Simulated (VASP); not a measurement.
TiC, 16 atoms in the cell. Symmetry: Fm-3m, No. 225, cubic system. The conventional cell has a = 4.333 Å, b = 4.333 Å, c = 4.333 Å, α = 90.00°, β = 90.00°, γ = 90.00°. Within 2.9 Å of Ti (site symmetry m-3m) lie 6 C at 2.17 Å. Within 2.9 Å of C (site symmetry m-3m) lie 6 Ti at 2.17 Å. 

| Property | Result |
| --- | --- |
| Program | VASP 6.6.1 |
| Task | single point |
| Functional | PBE |
| Potentials or basis | VASP PAW PBE potentials, release 64 (Ti_sv, C) |
| Cutoff | 520 eV |
| k mesh | 5 × 5 × 5 |
| Occupations | gaussian, width 0.1 eV |
| Spin | no spin polarisation |
| Dipole correction | no |
| Further INCAR settings | LREAL = Auto; ALGO = Normal; EDIFF = 1e-06; NBANDS = 78 |

Potentials or basis: VASP PAW PBE potentials, release 64 (Ti_sv, C).

Command:

```console
$ cat potpaw_PBE.64/Ti_sv/POTCAR potpaw_PBE.64/C/POTCAR > POTCAR
$ mpirun -np 1 vasp_std > vasp.out
```

Hardware: 1 thread of Intel(R) Xeon(R) Platinum 8488C (Sapphire Rapids), on a shared host.

Problem. How long does it take, and how much memory?

Solution. It took 3.7 min on 1 thread of Intel(R) Xeon(R) Platinum 8488C (Sapphire Rapids) (shared host), peak memory 0.36 GiB. Counts: scf iterations 17, k points 10.
